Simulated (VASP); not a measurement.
The system is GaN.

```xyz
4
Lattice="3.1831 0.0000 0.0000 -1.5916 2.7567 0.0000 0.0000 0.0000 5.1836" Properties=species:S:1:pos:R:3 pbc="T T T"
Ga    0.0000    1.8378   -0.0046
Ga    1.5916    0.9189    2.5872
N     0.0000    1.8378    1.9485
N     1.5916    0.9189    4.5403
```

Base run:

- Program: VASP 6.6.1
- Functional: PBE
- Potentials or basis: VASP PAW PBE potentials, release 64 (Ga_d, N)
- Cutoff: 520 eV
- k mesh: 6 × 6 × 4
- Occupations: gaussian, width 0.01 eV
- Spin: no spin polarisation

Its results: band gap on the k mesh 1.94 eV; pressure 6.3 GPa; largest force 0.004 eV/Å.

**Question.** The run is repeated on the same cell with these changes: functional from PBE to r2SCAN; k mesh from 6 × 6 × 4 to 12 × 12 × 6. What comes out?

**Answer.** Band gap on the k mesh 2.34 eV; pressure 1.1 GPa; largest force 0.005 eV/Å.

Several settings changed at once.

Caveats: the cell stands under pressure (at least some runs); the PAW data sets were made with another functional, which shifts forces and pressure a little (at least some runs).

